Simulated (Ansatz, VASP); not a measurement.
# One calculation of CsPbI2Br, two programs

Contents of POSCAR:

```
CsPbI2Br
1.0
    6.3651183266      0.0000000000      0.0000000000
    0.0000000000      6.3651183266      0.0000000000
    0.0000000000      0.0000000000      5.9242421253
Cs Pb I Br
1 1 2 1
Direct
    0.5000000000      0.5000000000      0.5000000000
    0.0000000000      0.0000000000      0.0000000000
    0.0000000000      0.5000000000      0.0000000000
    0.5000000000      0.0000000000      0.0000000000
    0.0000000000      0.0000000000      0.5000000000
```

The input INCAR.step1:

```
ALGO = Normal
EDIFF = 1E-5
ENCUT = 520
GGA = PE
ISIF = 2
ISMEAR = 0
LASPH = T
LREAL = F
LWAVE = T
NBANDS = 30
NELM = 80
PREC = Accurate
SIGMA = 0.01
```

Contents of INCAR.step2:

```
AEXX = 0.3
ALGO = Normal
EDIFF = 1E-6
ENCUT = 520
GGA = PE
HFSCREEN = 0.2078
ISIF = 2
ISMEAR = 0
ISTART = 1
LASPH = T
LCHARG = T
LELF = T
LHFCALC = T
LREAL = F
LVHAR = T
LWAVE = F
NBANDS = 30
NELM = 80
PREC = Accurate
PRECFOCK = Fast
SIGMA = 0.01
```

Contents of KPOINTS:

```
k-points
0
Gamma
  2 2 2
```

Input for Ansatz:

```yaml
crystal:
  lattice:
    - [6.3651183266, 0.0, 0.0]
    - [0.0, 6.3651183266, 0.0]
    - [0.0, 0.0, 5.9242421253]
  atoms:
    - { symbol: Cs, position: [0.5, 0.5, 0.5] }
    - { symbol: Pb, position: [0.0, 0.0, 0.0] }
    - { symbol: I, position: [0.0, 0.5, 0.0] }
    - { symbol: I, position: [0.5, 0.0, 0.0] }
    - { symbol: Br, position: [0.0, 0.0, 0.5] }
kpoints:
  mp_grid: { grid: [2, 2, 2] }
hamiltonian:
  xc:
    exchange: pbe
    correlation: pbe
    exx: { coeff: 0.3, omega: 0.2078 }
scf:
  occupations: { method: fixed }
  n_extra_bands: 5
output:
  forces: true
  stress: true
  eigenvalues: true
```

Alike in both runs: task single point; functional PBE-based screened hybrid with a share of 0.3 of exact exchange and HFSCREEN = 0.2078; k mesh 2 × 2 × 2; no spin polarisation.

```csv
,VASP,Ansatz
version,VASP 6.6.1,Ansatz 0.2.0
potentials or method,"VASP PAW PBE potentials, release 64 (Cs_sv, Pb_d, I, Br)",plane waves
plane-wave cutoff (eV),520,420
occupations,"gaussian, width 0.01 eV",fixed
valence electrons in the cell,44,64
```

```csv
,VASP,Ansatz,Ansatz less VASP
gap on the k mesh at the Fermi level (eV),2.16,2.15,-0.009
pressure (GPa),1.0,1.1,+0.05
```

VASP's potentials were made for PBE, not for PBE-based screened hybrid. VASP's potentials hold 44 valence electrons a cell and Ansatz's 64, so a difference there can come from the potentials and not from the codes. Ansatz's warnings: stress exchange threshold loose, stress scf threshold loose.

The k mesh is coarse, so the values compare programs but aren't converged. Spin-orbit coupling is off throughout.
